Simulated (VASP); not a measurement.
Runs of VASP 6.6.1 on HfC. The structure is that of space group I4/mmm (No. 139), or close to it. The cells are those of the table. 

```csv
cell,gap on the mesh (eV),pressure (GPa)
"a = 3.348, b = 3.348, c = 3.185 Å, angles 61.6, 61.6, 56.8°, 2 atoms",none,(b)
"a = 3.587, b = 3.587, c = 2.929 Å, angles 65.9, 65.9, 48.2°, 2 atoms",none,44.0
"a = 3.201, b = 3.201, c = 3.796 Å, angles 53.6, 53.6, 72.7°, 2 atoms",none,(a)
"a = 3.662, b = 3.662, c = 2.872 Å, angles 66.9, 66.9, 46.2°, 2 atoms",none,60.8
"a = 3.248, b = 3.248, c = 3.381 Å, angles 58.6, 58.6, 62.7°, 2 atoms",none,-3.7
"a = 3.203, b = 3.203, c = 3.572 Å, angles 56.1, 56.1, 67.8°, 2 atoms",none,22.5
"a = 3.221, b = 3.221, c = 3.471 Å, angles 57.4, 57.4, 65.2°, 2 atoms",none,5.6
"a = 3.418, b = 3.418, c = 3.094 Å, angles 63.1, 63.1, 53.8°, 2 atoms",none,8.0
```

Alike in all rows: task single point; level PBEsol; potentials or basis VASP PAW PBE potentials, release 64 (Hf_pv, C); no spin polarisation; k mesh 20 × 20 × 20; cutoff (eV) 520; smearing gaussian 0.15 eV.

Q: Estimate the missing entries.

A: (a) 67.4; (b) -2.8.

Caveats: the PAW data sets were made with another functional, which shifts forces and pressure a little; spin-orbit coupling is left out, which moves the levels of the heavy elements.

A k mesh can miss the band edges, and the runs leave out spin-orbit coupling on Hf.

A gap of «none» marks levels without a gap at the run's occupations.
